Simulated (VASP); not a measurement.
## Be27S: single point with PBE

Be27S, a slab with vacuum:

```
Be S
1.0
     6.87000    0.00000    0.00000
     3.43500    5.94960    0.00000
     0.00000    0.00000   14.58843
Be S
27 1
Direct
  0.00000 0.00000 0.06855
  0.33333 0.00000 0.06855
  0.66667 0.00000 0.06855
  0.00000 0.33333 0.06855
  0.33333 0.33333 0.06855
  0.66667 0.33333 0.06855
  0.00000 0.66667 0.06855
  0.33333 0.66667 0.06855
  0.66667 0.66667 0.06855
  0.88847 0.22310 0.19474
  0.21754 0.22452 0.19515
  0.55786 0.22441 0.19513
  0.88869 0.55523 0.19469
  0.22223 0.55562 0.19148
  0.55598 0.55530 0.19467
  0.88868 0.88891 0.19147
  0.22242 0.88882 0.19147
  0.55769 0.88468 0.19516
  0.00465 0.99067 0.31636
  0.33370 0.00064 0.31683
  0.66558 0.00064 0.31684
  0.00770 0.32945 0.32293
  0.33370 0.33244 0.31682
  0.66274 0.32936 0.32285
  0.00465 0.67147 0.31641
  0.32379 0.67147 0.31643
  0.66259 0.67485 0.32272
  0.77712 0.44525 0.42778
```

```
Program             : VASP 6.6.1
Task                : single point
Functional          : PBE
Potentials or basis : VASP PAW PBE potentials, release 64 (Be, S)
Cutoff              : 520 eV
k mesh              : 4 × 4 × 1
Occupations         : fermi-dirac, width 0.1 eV
Spin                : no spin polarisation
```

* Largest force: 0.296 eV/Å
* Band gap on the k mesh: zero (bands 30 and 31 overlap by 0.63 eV)

Forces in eV/Å, atoms in the order of the input:
```
Be   0.000  0.295  0.024
Be  -0.042 -0.025 -0.099
Be   0.042 -0.025 -0.100
Be   0.188 -0.110  0.060
Be   0.000  0.050 -0.098
Be  -0.189 -0.111  0.059
Be  -0.253 -0.145  0.025
Be   0.252 -0.145  0.026
Be   0.000  0.223  0.058
Be   0.000 -0.002  0.004
Be   0.003 -0.001 -0.006
Be  -0.002  0.000 -0.004
Be  -0.001 -0.001  0.005
Be   0.000 -0.002  0.001
Be   0.000  0.000  0.004
Be  -0.001  0.001  0.001
Be   0.002  0.001  0.001
Be  -0.001  0.002 -0.006
Be   0.000  0.004  0.005
Be  -0.004 -0.001  0.006
Be   0.004 -0.002  0.006
Be  -0.009  0.006  0.006
Be   0.001  0.003  0.005
Be   0.010  0.006  0.007
Be  -0.004 -0.003  0.005
Be   0.005 -0.003  0.006
Be  -0.001 -0.012  0.008
S    0.001 -0.003 -0.009
```

Levels at points of the mesh, in eV from the Fermi level:
| k point | band 28 | band 29 | band 30 | band 31 | band 32 | band 33 |
| --- | --- | --- | --- | --- | --- | --- |
| (0.00, 0.00, 0.00) | -0.30 | -0.29 | 0.60 | 0.71 | 0.72 | 0.83 |
| (0.50, 0.00, 0.00) | -0.55 | -0.32 | -0.16 | -0.03 | 0.20 | 0.70 |
| (0.50, 0.50, 0.00) | -0.55 | -0.31 | -0.16 | -0.03 | 0.20 | 0.70 |
| (0.00, 0.50, 0.00) | -0.55 | -0.31 | -0.17 | -0.03 | 0.20 | 0.70 |

It took 6.2 min on 1 thread of Intel(R) Xeon(R) 6975P-C (Granite Rapids) (shared host), peak memory 0.71 GiB.
